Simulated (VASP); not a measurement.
# KCl in VASP: single point with PBEsol

Aim: the single point of KCl with PBEsol.

Everything below comes from runs of VASP 6.6.1. Logs are shortened: lines on timing, memory, paths and dates and some standing lists are left out, and cuts for length are marked.

### Step 1. The cell of the first run

The cell holds a slab with vacuum, 4 atoms: a = 4.450 Å, b = 4.450 Å, c = 17.450 Å, α = 90.00°, β = 90.00°, γ = 60.00°.

### Step 2. Single point, PBEsol

The input, INCAR:

```
ALGO = Normal
DIPOL = 0.5 0.5 0.500
EDIFF = 1E-6
ENCUT = 400
GGA = PS
GGA_COMPAT = False
IDIPOL = 3
ISIF = 2
ISMEAR = -1
LASPH = True
LCHARG = True
LDIPOL = True
LELF = True
LREAL = False
LVACPOTAV = True
LVHAR = True
LWAVE = False
NBANDS = 24
NELM = 120
NELMDL = -8
PREC = Accurate
SIGMA = 0.05
```

The input, KPOINTS:

```
k-points
0
Gamma
  4 4 1
```

The input, POSCAR:

```
KCl
1.0
    4.4497805476      0.0000000000      0.0000000000
    2.2248902738      3.8536229955      0.0000000000
    0.0000000000      0.0000000000     17.4498459045
K Cl
2 2
Direct
    0.0000000000      0.0000000000      0.3438425779
    0.3333333333      0.3333333333      0.5520524740
    0.6666666667      0.6666666667      0.4479475260
    0.0000000000      1.0000000000      0.6561574221
```

Potentials or basis: VASP PAW PBE potentials, release 64 (K_sv, Cl).

On the command line:

```sh
cat potpaw_PBE.64/K_sv/POTCAR potpaw_PBE.64/Cl/POTCAR > POTCAR
mpirun -np 1 vasp_std > vasp.out
```

OUTCAR:

```text
EDIFF = 1E-6
   ENCUT = 400
   GGA = PS
   ISIF = 2
   ISMEAR = -1
   LASPH = True
   LREAL = False
   NELM = 120
   NELMDL = -8
   PREC = Accurate

 ion  position               nearest neighbor table
   1  0.000  0.000  0.344-   3 3.15   3 3.15   3 3.15
   2  0.333  0.333  0.552-   3 3.15   3 3.15   3 3.15   4 3.15   4 3.15   4 3.15
   3  0.667  0.667  0.448-   2 3.15   2 3.15   2 3.15   1 3.15   1 3.15   1 3.15
   4  0.000  0.000  0.656-   2 3.15   2 3.15   2 3.15

  LATTYP: Found a hexagonal cell.
 ALAT       =     4.4497805476
 C/A-ratio  =     3.9215070761

  Lattice vectors:

 A1 = (  -2.2248902738,  -3.8536229955,   0.0000000000)
 A2 = (   4.4497805476,   0.0000000000,   0.0000000000)
 A3 = (   0.0000000000,   0.0000000000,  17.4498459045)

Analysis of symmetry for initial positions (statically):
=====================================================================
 Subroutine PRICEL returns:
 Original cell was already a primitive cell.

 Routine SETGRP: Setting up the symmetry group for a
 hexagonal supercell.

 Subroutine GETGRP returns: Found  6 space group operations
 (whereof  6 operations were pure point group operations)
 out of a pool of 24 trial point group operations.

The static configuration has the point symmetry C_3v.

Analysis of symmetry for dynamics (positions and initial velocities):
=====================================================================
 Subroutine PRICEL returns:
 Original cell was already a primitive cell.

 Routine SETGRP: Setting up the symmetry group for a
 hexagonal supercell.

 Subroutine GETGRP returns: Found  6 space group operations
 (whereof  6 operations were pure point group operations)
 out of a pool of 24 trial point group operations.

The dynamic configuration has the point symmetry C_3v.

 Subroutine INISYM returns: Found  6 space group operations
 (whereof  6 operations are pure point group operations),
 and found     1 'primitive' translations

----------------------------------------------------------------------------------------

                                     Primitive cell

  volume of cell :     299.2261

  direct lattice vectors                    reciprocal lattice vectors
     4.449780548  0.000000000  0.000000000     0.224730184 -0.129748032  0.000000000
     2.224890274  3.853622995  0.000000000     0.000000000  0.259496064  0.000000000
     0.000000000  0.000000000 17.449845904     0.000000000  0.000000000  0.057307096

  length of vectors
     4.449780548  4.449780548 17.449845904     0.259496064  0.259496064  0.057307096

  position of ions in fractional coordinates (direct lattice)
     0.000000000  0.000000000  0.343842578
     0.333333333  0.333333333  0.552052474
     0.666666667  0.666666667  0.447947526
     0.000000000  0.000000000  0.656157422

  ion indices of the primitive-cell ions
   primitive index   ion index
                 1           1
                 2           2
                 3           3
                 4           4

----------------------------------------------------------------------------------------

 KPOINTS: k-points

Automatic generation of k-mesh.
 Grid dimensions read from file:
 generate k-points for:    4    4    1

 Generating k-lattice:

  Cartesian coordinates                     Fractional coordinates (reciprocal lattice)
     0.056182546 -0.032437008  0.000000000     0.250000000 -0.000000000  0.000000000
     0.000000000  0.064874016  0.000000000     0.000000000  0.250000000  0.000000000
     0.000000000  0.000000000  0.057307096     0.000000000  0.000000000  1.000000000

  Length of vectors
     0.064874016  0.064874016  0.057307096

  Shift w.r.t. Gamma in fractional coordinates (k-lattice)
     0.000000000  0.000000000  0.000000000

 Subroutine IBZKPT returns following result:
 ===========================================

 Found      4 irreducible k-points:

 Following reciprocal coordinates:
            Coordinates               Weight
  0.000000  0.000000  0.000000      1.000000
  0.250000 -0.000000  0.000000      6.000000
  0.500000 -0.000000  0.000000      3.000000
  0.500000  0.250000  0.000000      6.000000
   k-points           NKPTS =      4   k-points in BZ     NKDIM =      4   number of bands    NBANDS=     24
   number of dos      NEDOS =    301   number of ions     NIONS =      4
   total plane-waves  NPLWV = 108000
   dimension x,y,z NGX =    30 NGY =   30 NGZ =  120
   dimension x,y,z NGXF=    60 NGYF=   60 NGZF=  240
   ions per type =               2   2
   NGX,Y,Z   is equivalent  to a cutoff of  11.21, 11.21, 11.43 a.u.
   NGXF,Y,Z  is equivalent  to a cutoff of  22.42, 22.42, 22.86 a.u.
 SYSTEM =  unknown system
   PREC   = accura    normal or accurate (medium, high low for compatibility)
   ISTART =      0    job   : 0-new  1-cont  2-samecut
   ICHARG =      2    charge: 1-file 2-atom 10-const
   ISPIN  =      1    spin polarized calculation?
   LNONCOLLINEAR =      F non collinear calculations
   LSORBIT =      F    spin-orbit coupling
   LASPH  =      T    aspherical Exc in radial PAW
   ENCUT  =  400.0 eV  29.40 Ry    5.42 a.u.   7.26  7.26 28.46*2*pi/ulx,y,z
   NELM   =    120;   NELMIN=  2; NELMDL= -8     # of ELM steps
   EDIFF  = 0.1E-05   stopping-criterion for ELM
   LREAL  =      F    real-space projection
   EDIFFG = 0.1E-04   stopping-criterion for IOM
   NSW    =      0    number of steps for IOM
   IBRION =     -1    ionic relax: 0-MD 1-quasi-New 2-CG
   NFREE  =      0    steps in history (QN), initial steepest desc. (CG)
   ISIF   =      2    stress and relaxation
   ISYM   =      2    0-nonsym 1-usesym 2-fastsym
   POTIM  = 0.5000    time-step for ionic-motion
   TEBEG  =    0.0;   TEEND  =   0.0 temperature during run
   PSTRESS=    0.0 pullay stress
   NELECT =      32.0000    total number of electrons
   NUPDOWN=      -1.0000    fix difference up-down
   EMIN   =  10.00;   EMAX   =-10.00  energy-range for DOS
   EFERMI =   0.00;   METHOD = LEGACY
   ISMEAR =    -1;   SIGMA  =   0.05  broadening in eV -4-tet -1-fermi 0-gaus
   EFERMI_NEDOS =   21; number of points for ismear=-14 and -15
   IALGO  =     38    algorithm
   IMIX   =      4    mixing-type and parameters
     AMIX     =   0.40;   BMIX     =  1.00
     AMIX_MAG =   1.60;   BMIX_MAG =  1.00
  volume/ion in A,a.u.               =      74.81       504.82
  Fermi-wavevector in a.u.,A,eV,Ry     =   0.777067  1.468443  8.215644  0.603833
  Thomas-Fermi vector in A             =   1.879676
   LORBIT       =      0    0 simple, 1 ext, 2 COOP (PROOUT), +10 PAW based schemes
   GGA     = PS    functional components
   LHFCALC =     F    Hartree Fock is set to
   AEXX    =    0.0000 exact exchange contribution
   IVDW    =     0    specifies the selected vdW correction
   LEPSILON=     F    determine dielectric tensor
   LRPA    =     F    only Hartree local field effects (RPA)
 non-spin polarized calculation
  energy-cutoff  :      400.00
  volume of cell :      299.23
 maximum number of plane-waves:      5499
 NGX is ok and might be reduce to    30
   NGX = 15   NGY = 15   NGZ = 57

 number of electron      32.0000005 magnetization

 dipolmoment           0.000000      0.000000      0.581962 electrons x Angstroem

 Free energy of the ion-electron system (eV)
  ---------------------------------------------------
  ext. energy  EPLUGINS =         0.00000000
  ---------------------------------------------------
  free energy    TOTEN  =       -11.43992501 eV

  energy without entropy =      -11.38481155  energy(sigma->0) =      -11.41236828

 E-fermi :  -2.9246     XC(G=0):  -4.1650

 val. band max:       -2.9411191399   @ k =   0.0000   0.0000   0.0000
 cond. band min:      -2.8587087747   @ k =   0.2500  -0.0000   0.0000
 fundamental gap:      0.0824103652
 Fermi energy:        -2.9246357074

 k-point     1 :       0.0000    0.0000    0.0000
  band No.  band energies     occupation
      1     -34.7594      2.00000
      2     -31.3900      2.00000
      3     -18.5941      2.00000
      4     -18.2796      2.00000
      5     -18.2796      2.00000
      6     -17.9075      2.00000
[... 16 lines left out ...]
     23       2.7431      0.00000
     24       2.9266      0.00000

 k-point     2 :       0.2500   -0.0000    0.0000
  band No.  band energies     occupation
      1     -34.7564      2.00000
      2     -31.3864      2.00000
      3     -18.5935      2.00000
      4     -18.3126      2.00000
      5     -18.2915      2.00000
      6     -17.8916      2.00000
[... 16 lines left out ...]
     23       2.7021      0.00000
     24       2.9885      0.00000

 k-point     3 :       0.5000   -0.0000    0.0000
  band No.  band energies     occupation
      1     -34.7533      2.00000
      2     -31.3827      2.00000
      3     -18.6186      2.00000
      4     -18.3034      2.00000
      5     -18.2991      2.00000
      6     -17.8967      2.00000
[... 16 lines left out ...]
     23       2.7121      0.00000
     24       3.1412      0.00000

 k-point     4 :       0.5000    0.2500    0.0000
  band No.  band energies     occupation
      1     -34.7533      2.00000
      2     -31.3827      2.00000
      3     -18.6041      2.00000
      4     -18.3299      2.00000
      5     -18.2957      2.00000
      6     -17.8879      2.00000
[... 16 lines left out ...]
     23       2.6182      0.00000
     24       3.4181      0.00000

------------------------ aborting loop because EDIFF is reached ----------------------------------------

  FORCE on cell =-STRESS in cart. coord.  units (eV):
  Direction    XX          YY          ZZ          XY          YZ          ZX
  --------------------------------------------------------------------------------------
  -------------------------------------------------------------------------------------
  Total       -0.3150011     -0.3150011     -1.8226712      0.0000000      0.0000000     -0.0000000
  in kB       -1.6866431     -1.6866431     -9.7593185      0.0000000      0.0000000     -0.0000000
  external PRESSURE =      -4.3775349 kB  Pullay stress =       0.0000000 kB

 VOLUME and BASIS-vectors are now :
 -----------------------------------------------------------------------------
  energy-cutoff  :      400.00
  volume of cell :      299.23
      direct lattice vectors                 reciprocal lattice vectors
     4.449780548  0.000000000  0.000000000     0.224730184 -0.129748032  0.000000000
     2.224890274  3.853622995  0.000000000     0.000000000  0.259496064  0.000000000
     0.000000000  0.000000000 17.449845904     0.000000000  0.000000000  0.057307096

 POSITION                                       TOTAL-FORCE (eV/Angst)
 -----------------------------------------------------------------------------------
      0.00000      0.00000      6.00000        -0.000000     -0.000000      0.628161
      2.22489      1.28454      9.63323        -0.000000     -0.000000      1.086924
      4.44978      2.56908      7.81662         0.000000      0.000000     -0.979374
      0.00000      0.00000     11.44985        -0.000000     -0.000000     -0.735712
 -----------------------------------------------------------------------------------
    total drift:                               -0.000000     -0.000000     -0.003196

  FREE ENERGIE OF THE ION-ELECTRON SYSTEM (eV)
  ---------------------------------------------------
  free  energy   TOTEN  =       -11.4399250075 eV

  energy  without entropy=      -11.3848115544  energy(sigma->0) =      -11.41236828
```

It took 1.7 min on 1 thread of Intel Xeon 8259CL, shared host; peak memory 0.3 GiB.

What came out:

```yaml
Free_energy: -11.4399 eV
Largest_force: 1.087 eV/Å
Band_gap_on_the_k_mesh: zero (filled and empty bands touch)
```

Forces on the atoms (eV/Å):
```
K    0.000  0.000  0.628
K    0.000  0.000  1.087
Cl   0.000  0.000 -0.979
Cl   0.000  0.000 -0.736
```

Caveat: the k points lie up to 0.41 Å⁻¹ apart; the PAW data sets were made with another functional, which shifts forces and pressure a little.
